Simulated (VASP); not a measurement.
**Ta3AsAu2O13: single point with PBE**

Ta3AsAu2O13:

```
Ta As Au O
1.0
     5.72385   -0.00745   -0.00403
     1.30279    6.25499    0.00561
     0.27574    1.30074    8.36754
Ta As Au O
3 1 2 13
Direct
  0.21713 0.30521 0.58431
  0.03325 0.11123 0.99855
  0.58248 0.62145 0.50482
  0.58707 0.89691 0.83049
  0.58004 0.09228 0.18613
  0.04485 0.82077 0.44682
  0.66201 0.69726 0.71088
  0.51632 0.13418 0.69625
  0.85098 0.88773 0.91932
  0.34466 0.87003 0.94651
  0.73015 0.29240 0.03095
  0.24622 0.21809 0.11075
  0.12900 0.09398 0.49104
  0.48032 0.38887 0.43499
  0.05966 0.26685 0.78594
  0.93330 0.53240 0.45645
  0.49975 0.85161 0.34971
  0.25256 0.62988 0.62473
  0.91878 0.95175 0.22636
```

* Program: VASP 6.6.1
* Task: single point
* Functional: PBE
* Potentials or basis: VASP PAW PBE potentials, release 64 (Ta_pv, As, Au, O)
* Cutoff: 520 eV
* k mesh: 3 × 3 × 2
* Occupations: fermi-dirac, width 0.05 eV
* Spin: no spin polarisation

```
Pressure               : 0.9 GPa
Largest force          : 0.364 eV/Å
Band gap on the k mesh : 1.29 eV (least direct gap 1.35 eV)
```

Forces on the atoms (eV/Å):
```
Ta   0.052  0.105 -0.018
Ta  -0.015 -0.179 -0.040
Ta   0.089 -0.042  0.132
As  -0.014 -0.030 -0.006
Au  -0.067 -0.004  0.046
Au  -0.010  0.028 -0.021
O    0.036 -0.184 -0.108
O   -0.004  0.194 -0.165
O    0.317  0.013  0.156
O   -0.296  0.005  0.212
O   -0.065  0.120 -0.018
O    0.093  0.079  0.065
O   -0.066 -0.118 -0.060
O   -0.037 -0.122 -0.092
O   -0.036  0.026  0.031
O    0.028 -0.025 -0.018
O   -0.019  0.145 -0.150
O   -0.012  0.010  0.054
O    0.026 -0.021  0.000
```

Stress tensor (GPa, compression positive):
```
 1.00  0.07  0.01
 0.07  0.79 -0.02
 0.01 -0.02  0.84
```

Levels at points of the mesh, in eV from the valence-band top:
```tsv
k point	band 67	band 68	band 69	band 70	band 71	band 72
(0.00, 0.00, 0.00)	-0.54	-0.24	-0.08	1.44	2.32	2.99
(0.00, 0.00, 0.50)	-0.55	-0.30	-0.07	1.42	2.36	3.06
```

Run time: 4.8 min on 1 thread of Intel(R) Xeon(R) Platinum 8488C (Sapphire Rapids), on a shared host, peak memory 0.46 GiB.

Caveat: spin-orbit coupling is left out, which moves the levels of the heavy elements. A k mesh can miss the band edges.
